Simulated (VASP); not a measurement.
# Si (C2/c) in VASP: a series of runs

The runs below take Si through single point, with revPBE+D3(BJ), PBE+D3(BJ).

All numbers are computed with VASP 6.6.1; they aren't measurements. Logs are shortened: lines on timing, memory, paths and dates and some standing lists are left out, and cuts for length are marked.

## Step 1: The cell of the first run

The typed cell holds 2 atoms: a = 3.586 Å, b = 3.586 Å, c = 3.591 Å, α = 97.30°, β = 97.30°, γ = 138.25°.

## Step 2: Single point, revPBE+D3(BJ)

INCAR reads:

```
SYSTEM = Si
PREC = Accurate
ENCUT = 520
EDIFF = 1E-6
ISMEAR = -1
SIGMA = 0.1
LREAL = .FALSE.
LASPH = .TRUE.
NELM = 100
ALGO = Normal
ISIF = 2
LWAVE = .FALSE.
LCHARG = .TRUE.
GGA = RE
IVDW = 12
LELF = .TRUE.
LVHAR = .TRUE.
NBANDS = 11
ISYM = 0
```

KPOINTS reads:

```
Automatic mesh
0
G
  11 11 8
  0 0 0
```

POSCAR reads:

```
Si
1.0
   -2.3693966044      2.3685926255      1.2777654027
    2.3685926255     -2.3693966044      1.2777654027
    2.3729119407      2.3729119407     -1.2791996722
Si
2
Direct
    0.2500446039      0.7499553961      0.5000000000
    0.4999553961      0.5000446039      0.0000000000
```

Potentials or basis: VASP PAW PBE potentials, release 64 (Si).

Run with:

```
> cat potpaw_PBE.64/Si/POTCAR > POTCAR
> mpirun -np 1 vasp_std > vasp.out
```

OUTCAR:

```text
SYSTEM = Si
   PREC = Accurate
   ENCUT = 520
   EDIFF = 1E-6
   ISMEAR = -1
   LREAL = .FALSE.
   LASPH = .TRUE.
   NELM = 100
   ISIF = 2
   GGA = RE
   IVDW = 12
   ISYM = 0
 IVDW          = 12

 ion  position               nearest neighbor table
   1  0.250  0.750  0.500-   2 2.46   2 2.46   2 2.46   2 2.46   2 3.05   2 3.05   2 3.05   2 3.05

   2  0.500  0.500  0.000-   1 2.46   1 2.46   1 2.46   1 2.46   1 3.05   1 3.05   1 3.05   1 3.05

IMPORTANT INFORMATION: All symmetrisations will be switched off!
NOSYMM: (Re-)initialisation of all symmetry stuff for point group C_1.

----------------------------------------------------------------------------------------

                                     Primitive cell

  volume of cell :      28.7265

  direct lattice vectors                    reciprocal lattice vectors
    -2.369396604  2.368592625  1.277765403    -0.000038063  0.211021935  0.391374514
     2.368592625 -2.369396604  1.277765403     0.211021935 -0.000038063  0.391374514
     2.372911941  2.372911941 -1.279199672     0.210747312  0.210747312  0.000132604

  length of vectors
     3.585659733  3.585659733  3.591347095     0.444639482  0.444639482  0.298041736

  position of ions in fractional coordinates (direct lattice)
     0.250044604  0.749955396  0.500000000
     0.499955396  0.500044604  0.000000000

  ion indices of the primitive-cell ions
   primitive index   ion index
                 1           1
                 2           2

----------------------------------------------------------------------------------------

 KPOINTS: Automatic mesh

Automatic generation of k-mesh.
 Grid dimensions read from file:
 generate k-points for:   11   11    8

 Generating k-lattice:

  Cartesian coordinates                     Fractional coordinates (reciprocal lattice)
    -0.000003460  0.019183812  0.035579501     0.090909091  0.000000000 -0.000000000
     0.019183812 -0.000003460  0.035579501     0.000000000  0.090909091 -0.000000000
     0.026343414  0.026343414  0.000016575     0.000000000  0.000000000  0.125000000

  Length of vectors
     0.040421771  0.040421771  0.037255217

  Shift w.r.t. Gamma in fractional coordinates (k-lattice)
     0.000000000  0.000000000  0.000000000

 Subroutine IBZKPT returns following result:
 ===========================================

 Found    485 irreducible k-points:

 Following reciprocal coordinates:
            Coordinates               Weight
  0.000000  0.000000  0.000000      1.000000
  0.090909  0.000000 -0.000000      2.000000
  0.000000 -0.090909  0.000000      2.000000
  0.181818  0.000000 -0.000000      2.000000
 -0.000000 -0.181818  0.000000      2.000000
  0.272727  0.000000 -0.000000      2.000000
[... 16 lines left out ...]
 -0.363636  0.090909  0.000000      2.000000
 -0.090909  0.363636 -0.000000      2.000000
 [... further k-points ...]
   k-points           NKPTS =    485   k-points in BZ     NKDIM =    485   number of bands    NBANDS=     11
   number of dos      NEDOS =    301   number of ions     NIONS =      2
   total plane-waves  NPLWV =  21952
   dimension x,y,z NGX =    28 NGY =   28 NGZ =   28
   dimension x,y,z NGXF=    56 NGYF=   56 NGZF=   56
   ions per type =               2
   NGX,Y,Z   is equivalent  to a cutoff of  12.98, 12.98, 12.96 a.u.
   NGXF,Y,Z  is equivalent  to a cutoff of  25.96, 25.96, 25.92 a.u.
 SYSTEM =  Si
   PREC   = accura    normal or accurate (medium, high low for compatibility)
   ISTART =      0    job   : 0-new  1-cont  2-samecut
   ICHARG =      2    charge: 1-file 2-atom 10-const
   ISPIN  =      1    spin polarized calculation?
   LNONCOLLINEAR =      F non collinear calculations
   LSORBIT =      F    spin-orbit coupling
   LASPH  =      T    aspherical Exc in radial PAW
   ENCUT  =  520.0 eV  38.22 Ry    6.18 a.u.   6.67  6.67  6.68*2*pi/ulx,y,z
   NELM   =    100;   NELMIN=  2; NELMDL= -5     # of ELM steps
   EDIFF  = 0.1E-05   stopping-criterion for ELM
   LREAL  =      F    real-space projection
   EDIFFG = 0.1E-04   stopping-criterion for IOM
   NSW    =      0    number of steps for IOM
   IBRION =     -1    ionic relax: 0-MD 1-quasi-New 2-CG
   NFREE  =      0    steps in history (QN), initial steepest desc. (CG)
   ISIF   =      2    stress and relaxation
   ISYM   =      0    0-nonsym 1-usesym 2-fastsym
   POTIM  = 0.5000    time-step for ionic-motion
   TEBEG  =    0.0;   TEEND  =   0.0 temperature during run
   PSTRESS=    0.0 pullay stress
   NELECT =       8.0000    total number of electrons
   NUPDOWN=      -1.0000    fix difference up-down
   EMIN   =  10.00;   EMAX   =-10.00  energy-range for DOS
   EFERMI =   0.00;   METHOD = LEGACY
   ISMEAR =    -1;   SIGMA  =   0.10  broadening in eV -4-tet -1-fermi 0-gaus
   EFERMI_NEDOS =   21; number of points for ismear=-14 and -15
   IALGO  =     38    algorithm
   IMIX   =      4    mixing-type and parameters
     AMIX     =   0.40;   BMIX     =  1.00
     AMIX_MAG =   1.60;   BMIX_MAG =  1.00
  volume/ion in A,a.u.               =      14.36        96.93
  Fermi-wavevector in a.u.,A,eV,Ry     =   1.069081  2.020269 15.550552  1.142933
  Thomas-Fermi vector in A             =   2.204749
   LORBIT       =      0    0 simple, 1 ext, 2 COOP (PROOUT), +10 PAW based schemes
   GGA     = RE    functional components
   LHFCALC =     F    Hartree Fock is set to
   AEXX    =    0.0000 exact exchange contribution
   IVDW    =    12    specifies the selected vdW correction
   LEPSILON=     F    determine dielectric tensor
   LRPA    =     F    only Hartree local field effects (RPA)
 non-spin polarized calculation
  energy-cutoff  :      520.00
  volume of cell :       28.73
 maximum number of plane-waves:       790
   NGX = 13   NGY = 13   NGZ = 13

 number of electron       8.0000000 magnetization

 Free energy of the ion-electron system (eV)
  ---------------------------------------------------
  ext. energy  EPLUGINS =         0.00000000
  ---------------------------------------------------
  free energy    TOTEN  =        -9.75241351 eV

  energy without entropy =       -9.72652139  energy(sigma->0) =       -9.73946745

 E-fermi :  10.0099     XC(G=0): -11.1370

 val. band max:        9.9978129552   @ k =  -0.2727   0.4545  -0.2500
 cond. band min:      10.0116984723   @ k =   0.1818   0.0909  -0.3750
 fundamental gap:      0.0138855172
 Fermi energy:        10.0099085586

 k-point     1 :       0.0000    0.0000    0.0000
  band No.  band energies     occupation
      1      -4.2942      2.00000
      2       7.2019      2.00000
      3       7.2344      2.00000
      4       7.8186      2.00000
      5      11.1885      0.00002
      6      17.7403      0.00000
      7      19.1856      0.00000
      8      19.1945      0.00000
      9      20.1345      0.00000
     10      20.4330      0.00000
     11      21.3715      0.00000

 k-point     2 :       0.0909    0.0000   -0.0000
  band No.  band energies     occupation
      1      -4.0580      2.00000
      2       6.6001      2.00000
      3       7.1275      2.00000
      4       8.8358      1.99998
      5      11.7161      0.00000
      6      16.6358      0.00000
      7      17.4621      0.00000
      8      18.9680      0.00000
      9      18.9852      0.00000
     10      20.0111      0.00000
     11      21.8609      0.00000

 k-point     3 :       0.0000   -0.0909    0.0000
  band No.  band energies     occupation
      1      -4.0580      2.00000
      2       6.6001      2.00000
      3       7.1275      2.00000
      4       8.8358      1.99998
      5      11.7161      0.00000
      6      16.6358      0.00000
      7      17.4621      0.00000
      8      18.9680      0.00000
      9      18.9852      0.00000
     10      20.0111      0.00000
     11      21.8608      0.00000

 k-point     4 :       0.1818    0.0000   -0.0000
  band No.  band energies     occupation
      1      -3.3514      2.00000
      2       6.1717      2.00000
      3       7.0378      2.00000
      4      10.3375      0.07284
      5      13.0768      0.00000
      6      14.1455      0.00000
      7      14.7800      0.00000
      8      17.1990      0.00000
      9      17.3453      0.00000
     10      18.6980      0.00000
     11      21.0451      0.00000

 k-point     5 :      -0.0000   -0.1818    0.0000
  band No.  band energies     occupation
      1      -3.3514      2.00000
      2       6.1717      2.00000
      3       7.0378      2.00000
      4      10.3375      0.07284
      5      13.0768      0.00000
      6      14.1455      0.00000
      7      14.7800      0.00000
      8      17.1990      0.00000
      9      17.3453      0.00000
     10      18.6980      0.00000
     11      21.0451      0.00000

 k-point     6 :       0.2727    0.0000   -0.0000
  band No.  band energies     occupation
      1      -2.1804      2.00000
      2       6.1603      2.00000
      3       7.1764      2.00000
      4       9.9201      1.42098
      5      12.3286      0.00000
      6      13.4627      0.00000
      7      14.1810      0.00000
      8      15.8852      0.00000
      9      15.9100      0.00000
     10      17.4054      0.00000
     11      21.7670      0.00000

 k-point     7 :       0.0000   -0.2727    0.0000
  band No.  band energies     occupation
      1      -2.1804      2.00000
      2       6.1603      2.00000
      3       7.1764      2.00000
      4       9.9201      1.42098
      5      12.3286      0.00000
      6      13.4627      0.00000
      7      14.1810      0.00000
      8      15.8852      0.00000
      9      15.9100      0.00000
     10      17.4054      0.00000
     11      21.7670      0.00000

 k-point     8 :       0.3636   -0.0000   -0.0000
  band No.  band energies     occupation
      1      -0.5564      2.00000
      2       6.4219      2.00000
      3       7.0825      2.00000
      4       7.6085      2.00000
      5      10.5335      0.01059
      6      12.5285      0.00000
      7      15.0873      0.00000
      8      15.2238      0.00000
      9      16.7773      0.00000
     10      18.0125      0.00000
     11      23.0291      0.00000
[... 141 lines left out ...]
 k-point    19 :       0.4545    0.0909   -0.0000
  band No.  band energies     occupation
      1       2.0806      2.00000
      2       3.5470      2.00000
      3       6.4020      2.00000
      4       8.0968      2.00000
      5       9.4195      1.99456
      6      11.8416      0.00000
      7      13.6810      0.00000
      8      16.7479      0.00000
      9      18.9925      0.00000
     10      21.1517      0.00000
     11      22.1428      0.00000

 k-point    20 :      -0.0909   -0.4545    0.0000
  band No.  band energies     occupation
      1       2.0806      2.00000
      2       3.5470      2.00000
      3       6.4020      2.00000
      4       8.0968      2.00000
      5       9.4195      1.99456
      6      11.8416      0.00000
      7      13.6810      0.00000
      8      16.7479      0.00000
      9      18.9925      0.00000
     10      21.1517      0.00000
     11      22.1428      0.00000

 k-point    21 :      -0.4545    0.0909    0.0000
  band No.  band energies     occupation
      1      -0.0405      2.00000
      2       5.3380      2.00000
      3       6.3791      2.00000
      4       7.7084      2.00000
      5      10.4708      0.01972
      6      13.0998      0.00000
      7      14.0575      0.00000
      8      16.3612      0.00000
      9      17.8828      0.00000
     10      19.9536      0.00000
     11      22.2161      0.00000

 k-point    22 :      -0.0909    0.4545   -0.0000
  band No.  band energies     occupation
      1      -0.0405      2.00000
      2       5.3380      2.00000
      3       6.3791      2.00000
      4       7.7084      2.00000
      5      10.4708      0.01972
      6      13.0998      0.00000
      7      14.0575      0.00000
      8      16.3612      0.00000
      9      17.8828      0.00000
     10      19.9536      0.00000
     11      22.2161      0.00000

 k-point    23 :      -0.3636    0.0909    0.0000
  band No.  band energies     occupation
      1      -1.7624      2.00000
      2       4.8439      2.00000
      3       7.1904      2.00000
      4       9.4129      1.99490
      5      12.1284      0.00000
      6      13.9145      0.00000
      7      14.3553      0.00000
      8      15.7636      0.00000
      9      17.3738      0.00000
     10      18.5575      0.00000
     11      21.1405      0.00000

 k-point    24 :      -0.0909    0.3636   -0.0000
  band No.  band energies     occupation
      1      -1.7624      2.00000
      2       4.8439      2.00000
      3       7.1904      2.00000
      4       9.4129      1.99490
      5      12.1284      0.00000
      6      13.9145      0.00000
      7      14.3553      0.00000
      8      15.7636      0.00000
      9      17.3738      0.00000
     10      18.5575      0.00000
     11      21.1405      0.00000

 [... further k-points ...]

------------------------ aborting loop because EDIFF is reached ----------------------------------------

 Edisp (eV)   -1.69749

 E8    (eV) :    -1.1592

  FORCE on cell =-STRESS in cart. coord.  units (eV):
  Direction    XX          YY          ZZ          XY          YZ          ZX
  --------------------------------------------------------------------------------------
  -------------------------------------------------------------------------------------
  Total      -0.06491    -0.06490    -0.06951    -0.00263    -0.00054    -0.00054
  in kB      -3.62000    -3.61997    -3.87684    -0.14691    -0.02999    -0.02997
  external pressure =       -3.71 kB  Pullay stress =        0.00 kB

 VOLUME and BASIS-vectors are now :
 -----------------------------------------------------------------------------
  energy-cutoff  :      520.00
  volume of cell :       28.73
      direct lattice vectors                 reciprocal lattice vectors
    -2.369396604  2.368592625  1.277765403    -0.000038063  0.211021935  0.391374514
     2.368592625 -2.369396604  1.277765403     0.211021935 -0.000038063  0.391374514
     2.372911941  2.372911941 -1.279199672     0.210747312  0.210747312  0.000132604

 POSITION                                       TOTAL-FORCE (eV/Angst)
 -----------------------------------------------------------------------------------
      2.37034      0.00177      0.63817         0.000607     -0.000608      0.000000
     -0.00019     -0.00061      1.27777        -0.000607      0.000608     -0.000000
 -----------------------------------------------------------------------------------
    total drift:                                0.000000      0.000000     -0.000000

  FREE ENERGIE OF THE ION-ELECTRON SYSTEM (eV)
  ---------------------------------------------------
  free  energy   TOTEN  =       -11.4499010772 eV

  energy  without entropy=      -11.4240089528  energy(sigma->0) =      -11.43695501
```

Wall time 87 s (1 thread of Intel Xeon Platinum 8375C at 2.90GHz (Ice Lake), shared host); peak memory 0.25 GiB.

What came out:

```yaml
Free_energy: -11.4499 eV
Pressure: -0.4 GPa
Band_gap_on_the_k_mesh: zero (bands 4 and 5 overlap by 5.66 eV)
Dispersion_energy_per_atom: -0.849 eV
```

Levels at points of the mesh, in eV from the Fermi level:
```tsv
k point	band 1	band 2	band 3	band 4	band 5	band 6	band 7	band 8	band 9
(0.00, 0.00, 0.00)	-14.30	-2.81	-2.78	-2.19	1.18	7.73	9.18	9.18	10.12
(0.00, 0.00, 0.50)	-11.14	-11.14	0.11	0.11	2.36	2.36	9.36	9.36	10.07
```

Caveat: the PAW data sets were made with another functional, which shifts forces and pressure a little.

## Step 3: Single point, PBE+D3(BJ)

This run uses another cell than the first one, of 14.75 Å³/atom.

INCAR reads:

```
SYSTEM = Si
PREC = Accurate ; ENCUT = 520
EDIFF = 1E-6 ; ISMEAR = -1
SIGMA = 0.1 ; LREAL = .FALSE.
LASPH = .TRUE. ; NELM = 100
ALGO = Normal ; ISIF = 2
LWAVE = .FALSE. ; LCHARG = .FALSE.
GGA = PE ; IVDW = 12
ISYM = 0 ; NBANDS = 11
```

KPOINTS is that of step 2.

POSCAR reads:

```
Si
1.0
   -2.3891229609      2.3883719991      1.2916201731
    2.3883719991     -2.3891229609      1.2916201731
    2.3900800454      2.3900800454     -1.2929598621
Si
2
Direct
    0.2500362044      0.7499637956      0.5000000000
    0.4999637956      0.5000362044      0.0000000000
```

Potentials or basis: VASP PAW PBE potentials, release 64 (Si).

Run with:

```
> cat potpaw_PBE.64/Si/POTCAR > POTCAR
> mpirun -np 1 vasp_std > vasp.out
```

Run time: 88 s. Hardware: 1 thread of Intel Xeon Platinum 8375C at 2.90GHz (Ice Lake), shared host; peak memory 0.25 GiB.

Results (log left out):

| Quantity | Value |
| --- | --- |
| Free energy | -11.1011 eV |
| Pressure | -0.1 GPa |
| Band gap on the k mesh | zero (bands 4 and 5 overlap by 5.52 eV) |
| Dispersion energy per atom | -0.422 eV |

Levels at points of the mesh, in eV from the Fermi level:
| k point | band 2 | band 3 | band 4 | band 5 | band 6 | band 7 |
| --- | --- | --- | --- | --- | --- | --- |
| (0.00, 0.00, 0.00) | -2.71 | -2.70 | -2.26 | 1.35 | 7.71 | 8.95 |
| (0.00, 0.00, 0.50) | -10.95 | 0.15 | 0.15 | 2.34 | 2.34 | 9.03 |
